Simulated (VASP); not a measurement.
Write the native input for VASP 6.6.1 that does the following.

```yaml
Task: single point
Functional: PBE
Dispersion: D3(BJ)
Potentials_or_basis: VASP PAW PBE potentials, release 64 (O, C, H)
Cutoff: 520 eV
k_mesh: 1 × 1 × 1
Occupations: fermi-dirac, width 0.05 eV
Spin: no spin polarisation
Dipole_correction: no
Further_INCAR_settings: LREAL = Auto; ALGO = Normal; EDIFF = 1e-06; NBANDS = 64
```

The structure of H4C2O3 lies in POSCAR:

```
H4C2O3
1.0
    6.9437670000      0.0000000000      0.0000000000
    0.0000000000      6.9437670000      0.0000000000
    0.0000000000      0.0000000000      6.9437670000
O C H
9 6 12
Direct
    0.4453778475      0.6002073514      0.5253920530
    0.1640320016      0.5325495513      0.3641971282
    0.4279377462      0.7567074183      0.9400373025
    0.1912506569      0.9130490698      0.7988315276
    0.8186766635      0.9860929953      0.5330247976
    0.7787415678      0.7669324158      0.7882176922
    0.7227633070      0.3781520895      0.2951135889
    0.8873713649      0.2315745906      0.7982986756
    0.3967875074      0.0104122157      0.4639700612
    0.3148147108      0.4797972052      0.4468179880
    0.2416843768      0.7994651894      0.9228996307
    0.8626153499      0.8138089887      0.6310551607
    0.7153177807      0.4649781595      0.1339762697
    1.0573799495      0.2638049347      0.8362751803
    0.4849961123     -0.0040323934      0.3048057344
    0.3617776921      0.7279622142      0.5341481072
    0.3475058999      0.3234987580      0.4782850577
    0.5307781785      0.7813194193      0.8312490900
    0.1616845727      0.7395409437      1.0418120308
    0.7387632678      1.0478030153      0.6276564291
    0.9586871218      0.7341260155      0.5524090886
    0.8338845471      0.5064542056      0.0429881936
    0.5788212652      0.4787603040      0.0680466381
    1.1444508435      0.2440606086      0.9871731007
    1.1600187622      0.3242764338      0.7225760887
    0.5027674460      0.0996289190      0.1896088967
    0.5980327393     -0.1274380318      0.2721289467
```

The input as run:

INCAR

```
  ALGO = Normal
  EDIFF = 1E-6
  ENCUT = 520
  GGA = PE
  ISIF = 2
  ISMEAR = -1
  IVDW = 12
  LASPH = T
  LCHARG = T
  LELF = T
  LREAL = Auto
  LVHAR = T
  LWAVE = F
  NBANDS = 64
  NELM = 80
  PREC = Accurate
  SIGMA = 0.05
```

KPOINTS

```
k-points
0
Gamma
  1 1 1
```

Potentials or basis: VASP PAW PBE potentials, release 64 (O, C, H).

Run with:

```console
$ cat potpaw_PBE.64/O/POTCAR potpaw_PBE.64/C/POTCAR potpaw_PBE.64/H/POTCAR > POTCAR
$ mpirun -np 1 vasp_gam > vasp.out
```

It gave:

| Quantity | Value |
| --- | --- |
| Pressure | -2.9 GPa |
| Largest force | 5.488 eV/Å |
| Band gap on the k mesh | 2.53 eV |
| Dispersion energy per atom | -0.046 eV |

Caveat: the k points lie up to 0.90 Å⁻¹ apart.

Run time: 30 s on 1 thread of Intel(R) Xeon(R) 6975P-C (Granite Rapids), with other jobs on the host, peak memory 0.36 GiB.
